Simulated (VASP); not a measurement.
The system is AlN.

```
CELL_PARAMETERS angstrom
0.00000 2.06129 2.06129
2.06129 0.00000 2.06129
2.06129 2.06129 0.00000
ATOMIC_POSITIONS crystal
Al 0.50000 0.50000 0.50000
N 0.00000 0.00000 0.00000
```

This cell differs from its parent crystal: volume scaled by 1.04.

Base run:

* Program: VASP 6.6.1
* Functional: PBEsol
* Potentials or basis: VASP PAW PBE potentials, release 64 (Al, N)
* Cutoff: 520 eV
* k mesh: 11 × 11 × 11
* Occupations: fermi-dirac, width 0.05 eV
* Spin: no spin polarisation

Its results: band gap on the k mesh 4.14 eV, indirect (least direct gap 4.86 eV); pressure -13.4 GPa.

After a change of settings the same cell gave: band gap on the k mesh 5.04 eV, indirect (least direct gap 5.67 eV); pressure -16.0 GPa. Which change was it?
A. functional from PBEsol to PBE; further incar settings from ALGO = Normal; EDIFF = 1e-06; NBANDS = 11 to ALGO = Normal; EDIFF = 1e-07; NBANDS = 11
B. functional from PBEsol to r2SCAN
C. functional from PBEsol to PBE0; k mesh from 11 × 11 × 11 to 6 × 6 × 6
D. functional from PBEsol to LDA; potentials or basis from VASP PAW PBE potentials, release 64 (Al, N) to VASP PAW LDA potentials, release 64 (Al, N)

B.

r2SCAN gives the wider gap, since meta-GGAs in the generalised Kohn-Sham scheme recover part of the derivative discontinuity.

Caveats: the PAW data sets were made with another functional, which shifts forces and pressure a little.
